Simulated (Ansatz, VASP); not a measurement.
ZnAu in VASP and in Ansatz

```
Zn Au
1.0
     3.14700    0.00000    0.00000
     0.00000    3.14700    0.00000
     0.00000    0.00000    3.14700
Zn Au
1 1
Direct
  0.50000 0.50000 0.50000
  0.00000 0.00000 0.00000
```

Alike in both runs: task electric field gradients; functional r2SCAN; k mesh 13 × 13 × 13; occupations fermi-dirac, width 0.05 eV; no spin polarisation.

|  | VASP | Ansatz |
| --- | --- | --- |
| version | VASP 6.6.1 | Ansatz 0.2.0 |
| potentials or method | VASP PAW PBE potentials, release 64 (Zn, Au) | PAW with Ansatz's default frozen-core files, scalar-relativistic |
| plane-wave cutoff (eV) | 440 | 500 |
| valence electrons in the cell | 23 | 31 |

|  | VASP | Ansatz | Ansatz less VASP |
| --- | --- | --- | --- |
| pressure (GPa) | 0.4 | 0.2 | -0.19 |

VASP's potentials were made for PBE, not for r2SCAN. VASP's potentials hold 23 valence electrons a cell and Ansatz's 31, so a difference there can come from the potentials and not from the codes.

Spin-orbit coupling is off throughout.
